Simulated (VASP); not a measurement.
Wanted: the native input for a VASP 6.6.1 run.

| Item | Value |
| --- | --- |
| Task | electric field gradients |
| Functional | PBE |
| Potentials or basis | VASP PAW PBE potentials, release 64 (Al, N) |
| Cutoff | 520 eV |
| k mesh | 11 × 11 × 6 |
| Occupations | fermi-dirac, width 0.02 eV |
| Spin | no spin polarisation |
| Dipole correction | no |
| Further INCAR settings | ALGO = Normal; EDIFF = 1e-08; NBANDS = 16 |

The structure of AlN lies in POSCAR:

```
AlN
1.0
    3.2043322162      0.0000000000      0.0000000000
   -1.6021661081      2.7750331013      0.0000000000
    0.0000000000      0.0000000000      4.9780000000
Al N
2 2
Direct
    0.3333333333      0.6666666667      0.0000000000
    0.6666666667      0.3333333333      0.5000000000
    0.3333333333      0.6666666667      0.3850000000
    0.6666666667      0.3333333333      0.8850000000
```

This cell differs from its parent crystal: equal xx and yy strain of +3 %.

These files were run (other wordings do the same):

INCAR

```
SYSTEM = AlN
ALGO = Normal
EDIFF = 1E-8
ENCUT = 520
GGA = PE
ISIF = 2
ISMEAR = -1
LASPH = .True.
LCHARG = .False.
LEFG = .True.
LREAL = .False.
LWAVE = .False.
NBANDS = 16
NELM = 60
PREC = Accurate
SIGMA = 0.02
```

KPOINTS

```
k-points
0
Gamma
  11 11 6
  0 0 0
```

Potentials or basis: VASP PAW PBE potentials, release 64 (Al, N).

Command:

```sh
$ cat potpaw_PBE.64/Al/POTCAR potpaw_PBE.64/N/POTCAR > POTCAR
$ mpirun -np 1 vasp_std > vasp.out
```

Results of the run:

* Pressure: -7.5 GPa
* Largest force: 0.094 eV/Å
* Band gap on the k mesh: 3.58 eV, direct

Caveat: the cell differs from its parent crystal (equal xx and yy strain of +3 %); without QUAD_EFG the Cq values of the log hold for a quadrupole moment of 1 mb, not for the nuclei.

Wall time 20 s on 1 thread of Intel(R) Xeon(R) 6975P-C (Granite Rapids), on a shared host, peak memory 0.17 GiB.
